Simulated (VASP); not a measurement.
Here is a VASP 6.6.1 calculation.

INCAR

```
ALGO = Normal
EDIFF = 1E-6
ENCUT = 520
GGA = PE
ISIF = 2
ISMEAR = -1
LASPH = T
LCHARG = T
LELF = T
LREAL = F
LVHAR = T
LWAVE = F
NBANDS = 16
NELM = 60
PREC = Accurate
SIGMA = 0.08
```

The input KPOINTS:

```
k-points
0
Gamma
  11 11 11
```

Contents of POSCAR:

```
InAs
1.0
    0.0000000000      2.5344875686      2.5344875686
    2.5344875686      0.0000000000      2.5344875686
    2.5344875686      2.5344875686      0.0000000000
In As
1 1
Direct
    0.0000000000      0.0000000000      0.0000000000
    0.2500000000      0.2500000000      0.2500000000
```

Potentials or basis: VASP PAW PBE potentials, release 64 (In_d, As).

Command:

```sh
$ cat potpaw_PBE.64/In_d/POTCAR potpaw_PBE.64/As/POTCAR > POTCAR
$ mpirun -np 1 vasp_std > vasp.out
```

(1) What does it give for the band gap on the k mesh?

(2) Predict the pressure.

## Answers

(1) 0.20 eV, indirect (least direct gap 2.05 eV).

(2) 115.9 GPa.

Caveat: spin-orbit coupling is left out, which moves the levels of the heavy elements.
